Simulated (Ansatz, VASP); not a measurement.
# Two plane-wave programs on TiC2

```
Ti C
1.0
     0.00000    4.25762    3.03894
     2.04595    0.00000    3.03894
     2.04595    4.25762    0.00000
Ti C
2 4
Cartesian
  3.0689 6.3864 4.5584
  2.0460 4.2576 3.0389
  1.0230 1.3729 1.5195
  1.0230 2.8847 1.5195
  2.0460 0.7559 3.0389
  2.0460 7.7593 3.0389
```

Alike in both runs: functional PBE; k mesh 12 × 12 × 12; occupations gaussian, width 0.1 eV; no spin polarisation.

Ansatz relaxed the structure, and its values are those at the end. VASP's run is a single point on that final structure, the one shown.

|  | VASP | Ansatz |
| --- | --- | --- |
| version | VASP 6.6.1 | Ansatz 0.2.0 |
| potentials or method | VASP PAW PBE potentials, release 64 (Ti_sv, C), cutoff 520 eV | scalar-relativistic, plane waves, PAW |
| valence electrons in the cell | 40 | 40 |

|  | VASP | Ansatz | Ansatz less VASP |
| --- | --- | --- | --- |
| gap on the k mesh at the Fermi level (eV) | none | none | - |
| pressure (GPa) | 0.3 | 0.0 | -0.35 |
| rms of the force components (eV/Å) | 0.019 | 0.000 | -0.0192 |

A gap of «none» marks a metal or a gap that the smearing closes. The functional is the same, so the differences come from potentials, cutoffs and numerics.
